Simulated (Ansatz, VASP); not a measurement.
Two plane-wave programs on NaCl

File POSCAR:

```
NaCl
1.0
    3.4605607326      0.0000000000      0.0000000000
    0.0000000000      3.4605607326      0.0000000000
    0.0000000000      0.0000000000      3.4605607326
Na Cl
1 1
Direct
    0.0000000000      0.0000000000      0.0000000000
    0.5000000000      0.5000000000      0.5000000000
```

File INCAR.step1:

```
PREC = Accurate
ENCUT = 550
ISMEAR = 0
SIGMA = 0.05
LREAL = F
LASPH = T
NELM = 120
NBANDS = 14
GGA = PE
ALGO = Normal
EDIFF = 1E-5
LWAVE = T
LCHARG = F
GGA_COMPAT = F
```

Contents of INCAR.step2:

```
PREC = Accurate
ENCUT = 550
EDIFF = 1E-6
ISMEAR = 0
SIGMA = 0.05
LREAL = F
LASPH = T
NELM = 120
ALGO = Normal
ISIF = 2
LWAVE = F
LCHARG = F
METAGGA = R2SCAN
LMIXTAU = T
NBANDS = 14
ISTART = 1
GGA_COMPAT = F
```

Contents of KPOINTS:

```
Automatic mesh
0
Gamma
  6 6 6
```

Input for Ansatz:

```yaml
crystal:
  lattice:
    - [3.4605607326, 0.0, 0.0]
    - [0.0, 3.4605607326, 0.0]
    - [0.0, 0.0, 3.4605607326]
  atoms:
    - { symbol: Na, position: [0.0, 0.0, 0.0] }
    - { symbol: Cl, position: [0.5, 0.5, 0.5] }
basis:
  ecutwfc: 500
  ecutrho_ratio: 4
kpoints:
  mp_grid: { grid: [6, 6, 6] }
hamiltonian:
  xc: r2scan
scf:
  occupations: { method: gaussian, width: 0.05 }
  mixing: { preconditioner: resta }
output:
  forces: true
  stress: true
```

Alike in both runs: task single point; functional r2SCAN; k mesh 6 × 6 × 6; occupations gaussian, width 0.05 eV; no spin polarisation.

|  | VASP | Ansatz |
| --- | --- | --- |
| version | VASP 6.6.1 | Ansatz 0.2.0 |
| potentials or method | VASP PAW PBE potentials, release 64 (Na_pv, Cl), cutoff 550 eV | scalar-relativistic, plane waves, PAW |
| valence electrons in the cell | 14 | 16 |

|  | VASP | Ansatz | Ansatz less VASP |
| --- | --- | --- | --- |
| pressure (GPa) | -0.3 | 0.0 | +0.29 |

VASP's potentials were made for PBE, not for r2SCAN. VASP's potentials hold 14 valence electrons a cell and Ansatz's 16, so a difference there can come from the potentials and not from the codes.
